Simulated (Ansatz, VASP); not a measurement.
One calculation of Cr, two programs

```xyz
2
Lattice="2.9021 0.0000 0.0000 0.0000 2.9021 0.0000 0.0000 0.0000 2.9021" Properties=species:S:1:pos:R:3 pbc="T T T"
Cr    0.0000    0.0000    0.0000
Cr    1.4510    1.4510    1.4510
```

Alike in both runs: functional BLYP; k mesh 11 × 11 × 11; occupations fermi-dirac, width 0.05 eV; collinear spin.

Ansatz relaxed the structure, and its values are those at the end. VASP's run is a single point on that final structure, the one shown.

```csv
,VASP,Ansatz
version,VASP 6.6.1,Ansatz 0.2.0
potentials or method,"VASP PAW PBE potentials, release 64 (Cr_pv), cutoff 520 eV","plane waves (420 eV) with PAW, scalar-relativistic"
valence electrons in the cell,24,28
```

Ansatz gave:

| Property | Result |
| --- | --- |
| pressure (GPa) | 0.0 |
| net moment per atom (μB) | 0.00 |
| size of the moment on the site where the two differ most (μB) | 1.15 |

**Question.** What did VASP give for the same quantities?

**Answer.** Pressure (GPa): 0.2; net moment per atom (μB): 0.00; size of the moment on the site where the two differ most (μB): 1.24.

VASP's potentials were made for PBE, not for BLYP. Site moments also hang on the region over which each program counts them. The functional is the same, so the differences come from potentials, cutoffs and numerics. VASP's potentials hold 24 valence electrons a cell and Ansatz's 28, so a difference there can come from the potentials and not from the codes.
